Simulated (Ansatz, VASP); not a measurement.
# One calculation of Tl2ZnO2, two programs

```
Zn Tl O
1.0
     3.59550    0.00000    0.00000
    -1.79775    3.11379    0.00000
     0.00000    0.00000    7.55596
Zn Tl O
1 2 2
Direct
  0.66667 0.33333 0.66049
  0.00000 0.00000 0.00000
  0.33333 0.66667 0.39200
  0.66667 0.33333 0.19600
  0.00000 0.00000 0.58800
```

Alike in both runs: task relaxation of cell and atoms; functional PBE; k mesh 6 × 6 × 2; occupations gaussian, width 0.1 eV; no spin polarisation.

|  | VASP | Ansatz |
| --- | --- | --- |
| version | VASP 6.6.1 | Ansatz 0.2.0 |
| potentials or method | VASP PAW PBE potentials, release 64 (Zn, Tl_d, O), cutoff 600 eV | scalar-relativistic, plane waves, PAW |
| valence electrons in the cell | 50 | 50 |

Ansatz gave:

```
gap on the k mesh at the Fermi level, each at its own relaxed structure (eV)  : 0.41
relaxed volume (Å³/atom)                                                      : 20.77
relaxed length of the cell vector where the two differ most in proportion (Å) : 10.460
```

Problem. What did VASP give for the same quantities?

Solution. gap on the k mesh at the Fermi level, each at its own relaxed structure (eV): 0.21; relaxed volume (Å³/atom): 19.41; relaxed length of the cell vector where the two differ most in proportion (Å): 9.701.

One of these differences is far larger than is usual between the two programs; its cause wasn't traced.

Spin-orbit coupling is off throughout.
